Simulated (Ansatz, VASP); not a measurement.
**Ta: VASP beside Ansatz**

The input INCAR:

```
SYSTEM = Ta
PREC = Accurate
ENCUT = 500
EDIFF = 1E-7
ISMEAR = 0
SIGMA = 0.1
LREAL = .FALSE.
LASPH = .TRUE.
NELM = 120
ALGO = Normal
ISIF = 3
LWAVE = .FALSE.
LCHARG = .FALSE.
GGA = PE
IBRION = 2
NSW = 100
EDIFFG = -0.005
GGA_COMPAT = .FALSE.
NELMIN = 4
```

File KPOINTS:

```
Automatic mesh
0
G
  18 18 18
  0 0 0
```

POSCAR

```
Ta
1.0
   -1.6584224799      1.6584224799      1.6584224799
    1.6584224799     -1.6584224799      1.6584224799
    1.6584224799      1.6584224799     -1.6584224799
Ta
1
Direct
    0.0000000000      0.0000000000      0.0000000000
```

Input for Ansatz:

```yaml
crystal:
  lattice:
    - [-1.6584224799, 1.6584224799, 1.6584224799]
    - [1.6584224799, -1.6584224799, 1.6584224799]
    - [1.6584224799, 1.6584224799, -1.6584224799]
  atoms:
    - { symbol: Ta, position: [0.0, 0.0, 0.0] }
basis:
  ecutwfc: 420
kpoints:
  mp_grid: { grid: [18, 18, 18] }
hamiltonian:
  xc: pbe
scf:
  occupations: { method: gaussian, width: 0.1 }
output:
  forces: true
  stress: true
  eigenvalues: true
  write_density: true
  write_potential: true
  elf: true
  volumetric_format: npy
relax:
  adjacent_minimum: "off"
  f_tol: 0.005
  max_steps: 80
  cell: { stress_tol: 0.05 }
```

Alike in both runs: task relaxation of cell and atoms; functional PBE; k mesh 18 × 18 × 18; occupations gaussian, width 0.1 eV; no spin polarisation.

|  | VASP | Ansatz |
| --- | --- | --- |
| version | VASP 6.6.1 | Ansatz 0.2.0 |
| potentials or method | VASP PAW PBE potentials, release 64 (Ta_pv), cutoff 500 eV | scalar-relativistic, plane waves, PAW |
| valence electrons in the cell | 11 | 13 |

Ansatz gave:

```
gap on the k mesh at the Fermi level, each at its own relaxed structure (eV) : none
relaxed volume (Å³/atom)                                                     : 18.28
relaxed cell length with the largest relative difference (Å)                 : 2.874
```

Question: Which values does VASP return?

Answer: gap on the k mesh at the Fermi level, each at its own relaxed structure (eV): none; relaxed volume (Å³/atom): 18.29; relaxed cell length with the largest relative difference (Å): 2.875.

A gap of «none» marks a metal or a gap that the smearing closes. VASP's potentials hold 11 valence electrons a cell and Ansatz's 13, so a difference there can come from the potentials and not from the codes.

Spin-orbit coupling is off throughout.
